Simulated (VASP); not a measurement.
# CuO (Cccm) in VASP: settings compared

CuO is run at these levels: BLYP, PBEsol; tasks: single point.

All numbers are computed with VASP 6.6.1; they aren't measurements. Logs are shortened: lines on timing, memory, paths and dates and some standing lists are left out, and cuts for length are marked.

### 1 The cell of the first run

Symmetry: Cccm, No. 66, orthorhombic system. The conventional cell has a = 4.228 Å, b = 4.240 Å, c = 5.197 Å, α = 90.00°, β = 90.00°, γ = 90.00°. Within 2.6 Å of Cu (site symmetry 2/m) lie 4 O at 1.98 Å. O (site symmetry 222) has 4 Cu at 1.98 Å and 2 O at 2.60 Å within 2.6 Å.

### 2 Single point, BLYP

INCAR reads:

```
SYSTEM = CuO
AGGAC = 1.0
AGGAX = 1.0
ALDAC = 0.0
ALDAX = 1.0
ALGO = Normal
EDIFF = 1E-6
ENCUT = 820
GGA = B5
GGA_COMPAT = .FALSE.
ISIF = 2
ISMEAR = -1
LASPH = .TRUE.
LCHARG = .FALSE.
LREAL = .FALSE.
LWAVE = .FALSE.
NBANDS = 33
NELM = 120
PREC = Accurate
SIGMA = 0.05
```

KPOINTS reads:

```
k-points
0
G
  9 9 5
  0 0 0
```

POSCAR reads:

```
CuO
1.0
    2.1142337460     -2.1201705433      0.0000000000
    2.1142337460      2.1201705433      0.0000000000
    0.0000000000      0.0000000000      5.1966090838
Cu O
2 2
Direct
    0.5000000000      0.0000000000      0.0000000000
    0.0000000000      0.5000000000      0.5000000000
    0.5000000000      0.5000000000      0.2500000000
    0.5000000000      0.5000000000      0.7500000000
```

Potentials or basis: VASP PAW PBE potentials, release 64 (Cu_sv_GW, O).

The run is started by

```console
$ cat potpaw_PBE.64/Cu_sv_GW/POTCAR potpaw_PBE.64/O/POTCAR > POTCAR
$ mpirun -np 1 vasp_std > vasp.out
```

OUTCAR:

```text
SYSTEM = CuO
   EDIFF = 1E-6
   ENCUT = 820
   GGA = B5
   ISIF = 2
   ISMEAR = -1
   LASPH = .TRUE.
   LREAL = .FALSE.
   NELM = 120
   PREC = Accurate

 ion  position               nearest neighbor table
   1  0.500  0.000  0.000-   3 1.98   4 1.98   3 1.98   4 1.98
   2  0.000  0.500  0.500-   3 1.98   4 1.98   3 1.98   4 1.98
   3  0.500  0.500  0.250-   1 1.98   2 1.98   1 1.98   2 1.98
   4  0.500  0.500  0.750-   1 1.98   2 1.98   1 1.98   2 1.98

  LATTYP: Found a base centered orthorhombic cell.
 ALAT       =     4.2284674920
 B/A-ratio  =     1.0028080137
 C/A-ratio  =     1.2289580312

  Lattice vectors:

 A1 = (   2.1142337460,  -2.1201705433,   0.0000000000)
 A2 = (   2.1142337460,   2.1201705433,   0.0000000000)
 A3 = (   0.0000000000,   0.0000000000,   5.1966090838)

Analysis of symmetry for initial positions (statically):
=====================================================================
 Subroutine PRICEL returns:
 Original cell was already a primitive cell.

 Routine SETGRP: Setting up the symmetry group for a
 base centered orthorhombic supercell.

 Subroutine GETGRP returns: Found  8 space group operations
 (whereof  4 operations were pure point group operations)
 out of a pool of  8 trial point group operations.

The static configuration has the point symmetry C_2h.
 The point group associated with its full space group is D_2h.

Analysis of symmetry for dynamics (positions and initial velocities):
=====================================================================
 Subroutine PRICEL returns:
 Original cell was already a primitive cell.

 Routine SETGRP: Setting up the symmetry group for a
 base centered orthorhombic supercell.

 Subroutine GETGRP returns: Found  8 space group operations
 (whereof  4 operations were pure point group operations)
 out of a pool of  8 trial point group operations.

The dynamic configuration has the point symmetry C_2h.
 The point group associated with its full space group is D_2h.

 Subroutine INISYM returns: Found  8 space group operations
 (whereof  4 operations are pure point group operations),
 and found     1 'primitive' translations

----------------------------------------------------------------------------------------

                                     Primitive cell

  volume of cell :      46.5880

  direct lattice vectors                    reciprocal lattice vectors
     2.114233746 -2.120170543  0.000000000     0.236492299 -0.235830085  0.000000000
     2.114233746  2.120170543  0.000000000     0.236492299  0.235830085  0.000000000
     0.000000000  0.000000000  5.196609084     0.000000000  0.000000000  0.192433178

  length of vectors
     2.994178930  2.994178930  5.196609084     0.333982689  0.333982689  0.192433178

  position of ions in fractional coordinates (direct lattice)
     0.500000000  0.000000000  0.000000000
     0.000000000  0.500000000  0.500000000
     0.500000000  0.500000000  0.250000000
     0.500000000  0.500000000  0.750000000

  ion indices of the primitive-cell ions
   primitive index   ion index
                 1           1
                 2           2
                 3           3
                 4           4

----------------------------------------------------------------------------------------

 KPOINTS: k-points

Automatic generation of k-mesh.
 Grid dimensions read from file:
 generate k-points for:    9    9    5

 Generating k-lattice:

  Cartesian coordinates                     Fractional coordinates (reciprocal lattice)
     0.026276922 -0.026203343  0.000000000     0.111111111  0.000000000  0.000000000
     0.026276922  0.026203343  0.000000000     0.000000000  0.111111111  0.000000000
     0.000000000  0.000000000  0.038486636     0.000000000  0.000000000  0.200000000

  Length of vectors
     0.037109188  0.037109188  0.038486636

  Shift w.r.t. Gamma in fractional coordinates (k-lattice)
     0.000000000  0.000000000  0.000000000

 Subroutine IBZKPT returns following result:
 ===========================================

 Found     75 irreducible k-points:

 Following reciprocal coordinates:
            Coordinates               Weight
  0.000000  0.000000  0.000000      1.000000
  0.111111 -0.000000  0.000000      4.000000
  0.222222 -0.000000  0.000000      4.000000
  0.333333 -0.000000  0.000000      4.000000
  0.444444 -0.000000  0.000000      4.000000
  0.111111  0.111111  0.000000      2.000000
[... 16 lines left out ...]
 -0.333333  0.333333  0.000000      2.000000
  0.444444  0.444444  0.000000      2.000000
 [... further k-points ...]
   k-points           NKPTS =     75   k-points in BZ     NKDIM =     75   number of bands    NBANDS=     33
   number of dos      NEDOS =    301   number of ions     NIONS =      4
   total plane-waves  NPLWV =  39200
   dimension x,y,z NGX =    28 NGY =   28 NGZ =   50
   dimension x,y,z NGXF=    56 NGYF=   56 NGZF=  100
   ions per type =               2   2
   NGX,Y,Z   is equivalent  to a cutoff of  15.55, 15.55, 16.00 a.u.
   NGXF,Y,Z  is equivalent  to a cutoff of  31.09, 31.09, 31.99 a.u.
 SYSTEM =  CuO
   PREC   = accura    normal or accurate (medium, high low for compatibility)
   ISTART =      0    job   : 0-new  1-cont  2-samecut
   ICHARG =      2    charge: 1-file 2-atom 10-const
   ISPIN  =      1    spin polarized calculation?
   LNONCOLLINEAR =      F non collinear calculations
   LSORBIT =      F    spin-orbit coupling
   LASPH  =      T    aspherical Exc in radial PAW
   ENCUT  =  820.0 eV  60.27 Ry    7.76 a.u.   6.99  6.99 12.13*2*pi/ulx,y,z
   NELM   =    120;   NELMIN=  2; NELMDL= -5     # of ELM steps
   EDIFF  = 0.1E-05   stopping-criterion for ELM
   LREAL  =      F    real-space projection
   EDIFFG = 0.1E-04   stopping-criterion for IOM
   NSW    =      0    number of steps for IOM
   IBRION =     -1    ionic relax: 0-MD 1-quasi-New 2-CG
   NFREE  =      0    steps in history (QN), initial steepest desc. (CG)
   ISIF   =      2    stress and relaxation
   ISYM   =      2    0-nonsym 1-usesym 2-fastsym
   POTIM  = 0.5000    time-step for ionic-motion
   TEBEG  =    0.0;   TEEND  =   0.0 temperature during run
   PSTRESS=    0.0 pullay stress
   NELECT =      50.0000    total number of electrons
   NUPDOWN=      -1.0000    fix difference up-down
   EMIN   =  10.00;   EMAX   =-10.00  energy-range for DOS
   EFERMI =   0.00;   METHOD = LEGACY
   ISMEAR =    -1;   SIGMA  =   0.05  broadening in eV -4-tet -1-fermi 0-gaus
   EFERMI_NEDOS =   21; number of points for ismear=-14 and -15
   IALGO  =     38    algorithm
   IMIX   =      4    mixing-type and parameters
     AMIX     =   0.40;   BMIX     =  1.00
     AMIX_MAG =   1.60;   BMIX_MAG =  1.00
  volume/ion in A,a.u.               =      11.65        78.60
  Fermi-wavevector in a.u.,A,eV,Ry     =   1.676127  3.167420 38.224225  2.809401
  Thomas-Fermi vector in A             =   2.760624
   LORBIT       =      0    0 simple, 1 ext, 2 COOP (PROOUT), +10 PAW based schemes
   GGA     = B5    functional components
   LHFCALC =     F    Hartree Fock is set to
   AEXX    =    0.0000 exact exchange contribution
   IVDW    =     0    specifies the selected vdW correction
   LEPSILON=     F    determine dielectric tensor
   LRPA    =     F    only Hartree local field effects (RPA)
 non-spin polarized calculation
  energy-cutoff  :      820.00
  volume of cell :       46.59
 maximum number of plane-waves:      2510
   NGX = 13   NGY = 13   NGZ = 25

 number of electron      49.9999991 magnetization

 Free energy of the ion-electron system (eV)
  ---------------------------------------------------
  ext. energy  EPLUGINS =         0.00000000
  ---------------------------------------------------
  free energy    TOTEN  =       -18.45943969 eV

  energy without entropy =      -18.43970455  energy(sigma->0) =      -18.44957212

 E-fermi :   4.6067     XC(G=0): -10.8890

 val. band max:        4.5840359380   @ k =   0.1111   0.1111   0.4000
 cond. band min:       4.6128910532   @ k =   0.4444  -0.0000   0.2000
 fundamental gap:      0.0288551152
 Fermi energy:         4.6066685820

 k-point     1 :       0.0000    0.0000    0.0000
  band No.  band energies     occupation
      1    -107.4772      2.00000
      2    -107.4769      2.00000
      3     -65.2493      2.00000
      4     -65.2493      2.00000
      5     -65.2206      2.00000
      6     -65.2160      2.00000
[... 25 lines left out ...]
     32      18.7062      0.00000
     33      19.2386      0.00000

 k-point     2 :       0.1111   -0.0000    0.0000
  band No.  band energies     occupation
      1    -107.4773      2.00000
      2    -107.4769      2.00000
      3     -65.2505      2.00000
      4     -65.2493      2.00000
      5     -65.2203      2.00000
      6     -65.2162      2.00000
[... 25 lines left out ...]
     32      18.8548      0.00000
     33      19.2174      0.00000

 k-point     3 :       0.2222   -0.0000    0.0000
  band No.  band energies     occupation
      1    -107.4770      2.00000
      2    -107.4769      2.00000
      3     -65.2532      2.00000
      4     -65.2491      2.00000
      5     -65.2198      2.00000
      6     -65.2162      2.00000
[... 25 lines left out ...]
     32      19.0368      0.00000
     33      19.2235      0.00000

 k-point     4 :       0.3333   -0.0000    0.0000
  band No.  band energies     occupation
      1    -107.4769      2.00000
      2    -107.4768      2.00000
      3     -65.2562      2.00000
      4     -65.2490      2.00000
      5     -65.2188      2.00000
      6     -65.2165      2.00000
[... 25 lines left out ...]
     32      18.2297      0.00000
     33      19.0351      0.00000

 k-point     5 :       0.4444   -0.0000    0.0000
  band No.  band energies     occupation
      1    -107.4769      2.00000
      2    -107.4768      2.00000
      3     -65.2584      2.00000
      4     -65.2490      2.00000
      5     -65.2180      2.00000
      6     -65.2172      2.00000
[... 604 lines left out ...]
 k-point    22 :      -0.4444    0.3333    0.0000
  band No.  band energies     occupation
      1    -107.4766      2.00000
      2    -107.4766      2.00000
      3     -65.2583      2.00000
      4     -65.2554      2.00000
      5     -65.2174      2.00000
      6     -65.2170      2.00000
[... 25 lines left out ...]
     32      15.6475      0.00000
     33      17.5238      0.00000

 k-point    23 :      -0.3333    0.3333    0.0000
  band No.  band energies     occupation
      1    -107.4768      2.00000
      2    -107.4766      2.00000
      3     -65.2568      2.00000
      4     -65.2552      2.00000
      5     -65.2179      2.00000
      6     -65.2167      2.00000
[... 25 lines left out ...]
     32      15.6878      0.00000
     33      18.3133      0.00000

 k-point    24 :       0.4444    0.4444    0.0000
  band No.  band energies     occupation
      1    -107.4766      2.00000
      2    -107.4765      2.00000
      3     -65.2589      2.00000
      4     -65.2566      2.00000
      5     -65.2172      2.00000
      6     -65.2171      2.00000
[... 25 lines left out ...]
     32      15.7742      0.00000
     33      16.5246      0.00000

 [... further k-points ...]

------------------------ aborting loop because EDIFF is reached ----------------------------------------

  FORCE on cell =-STRESS in cart. coord.  units (eV):
  Direction    XX          YY          ZZ          XY          YZ          ZX
  --------------------------------------------------------------------------------------
  -------------------------------------------------------------------------------------
  Total       -0.1805173     -0.1981621     -0.1307888     -0.0000000      0.0000000      0.0000000
  in kB       -6.2080562     -6.8148663     -4.4978737     -0.0000000      0.0000000      0.0000000
  external PRESSURE =      -5.8402654 kB  Pullay stress =       0.0000000 kB

 VOLUME and BASIS-vectors are now :
 -----------------------------------------------------------------------------
  energy-cutoff  :      820.00
  volume of cell :       46.59
      direct lattice vectors                 reciprocal lattice vectors
     2.114233746 -2.120170543  0.000000000     0.236492299 -0.235830085  0.000000000
     2.114233746  2.120170543  0.000000000     0.236492299  0.235830085  0.000000000
     0.000000000  0.000000000  5.196609084     0.000000000  0.000000000  0.192433178

 POSITION                                       TOTAL-FORCE (eV/Angst)
 -----------------------------------------------------------------------------------
      1.05712     -1.06009      0.00000        -0.000000     -0.000000      0.000000
      1.05712      1.06009      2.59830         0.000000     -0.000000      0.000000
      2.11423      0.00000      1.29915         0.000000      0.000000     -0.000000
      2.11423      0.00000      3.89746         0.000000      0.000000      0.000000
 -----------------------------------------------------------------------------------
    total drift:                                0.000000      0.000000     -0.000000

  FREE ENERGIE OF THE ION-ELECTRON SYSTEM (eV)
  ---------------------------------------------------
  free  energy   TOTEN  =       -18.4594396867 eV

  energy  without entropy=      -18.4397045541  energy(sigma->0) =      -18.44957212
```

Wall time 4.1 min (1 thread of Intel Xeon Platinum 8259CL at 2.50GHz (Skylake/Cascade Lake), shared host); peak memory 0.34 GiB.

Results:

| Quantity | Value |
| --- | --- |
| Free energy | -18.4594 eV |
| Pressure | -0.6 GPa |
| Band gap on the k mesh | zero (bands 25 and 26 overlap by 0.88 eV) |

Caveat: the PAW data sets were made with another functional, which shifts forces and pressure a little; semilocal functionals often make such compounds metallic where correlation or magnetic order opens a gap, which also shifts bond lengths.

### 3 Single point, PBEsol

This run uses another cell than the first one, of 10.67 Å³/atom.

INCAR reads:

```
ALGO     = Normal         # electronic algorithm
EDIFF    = 1E-6           # SCF threshold, eV
ENCUT    = 1340           # plane-wave cutoff, eV
GGA      = PS             # functional
GGA_COMPAT= False        
ISIF     = 2              # what is computed and relaxed
ISMEAR   = -1             # smearing method
LASPH    = True           # aspherical terms in the spheres
LCHARG   = True           # write CHGCAR
LELF     = True           # ELF
LREAL    = False          # projectors in reciprocal space
LVHAR    = True         
LWAVE    = False          # write WAVECAR
NBANDS   = 33             # bands
NELM     = 120            # most SCF steps
PREC     = Accurate       # precision mode
SIGMA    = 0.05           # smearing width, eV
```

KPOINTS reads:

```
k-points
0
Gamma
  9 9 5
```

POSCAR reads:

```
CuO
1.0
    2.0439488176     -2.0509420733      0.0000000000
    2.0439488176      2.0509420733      0.0000000000
    0.0000000000      0.0000000000      5.0891113222
Cu O
2 2
Direct
    0.5000000000      0.0000000000      0.0000000000
    0.0000000000      0.5000000000      0.5000000000
    0.5000000000      0.5000000000      0.2500000000
    0.5000000000      0.5000000000      0.7500000000
```

Potentials or basis: VASP PAW PBE potentials, release 64 (Cu_sv_GW, O_h).

The run is started by

```console
$ cat potpaw_PBE.64/Cu_sv_GW/POTCAR potpaw_PBE.64/O_h/POTCAR > POTCAR
$ mpirun -np 1 vasp_std > vasp.out
```

Run time: 7 min. Hardware: 1 thread of Intel Xeon Platinum 8259CL at 2.50GHz (Skylake/Cascade Lake), shared host; peak memory 0.56 GiB.

It converged, with:

- Free energy: -21.6879 eV
- Pressure: -0.4 GPa
- Band gap on the k mesh: zero (bands 25 and 26 overlap by 0.98 eV)

Levels at points of the mesh, in eV from the Fermi level:
```
           k point  band 23  band 24  band 25  band 26  band 27  band 28
(0.00, 0.00, 0.00)    -2.37    -1.97     0.72     0.73     1.44     5.97
```

Caveat: the PAW data sets were made with another functional, which shifts forces and pressure a little; semilocal functionals often make such compounds metallic where correlation or magnetic order opens a gap, which also shifts bond lengths. With open d or f shells a metallic result of PBEsol can be an artefact of self-interaction; +U or a hybrid may open a gap.

The gap in the log of VASP goes by the Fermi energy; the results here count the filled bands.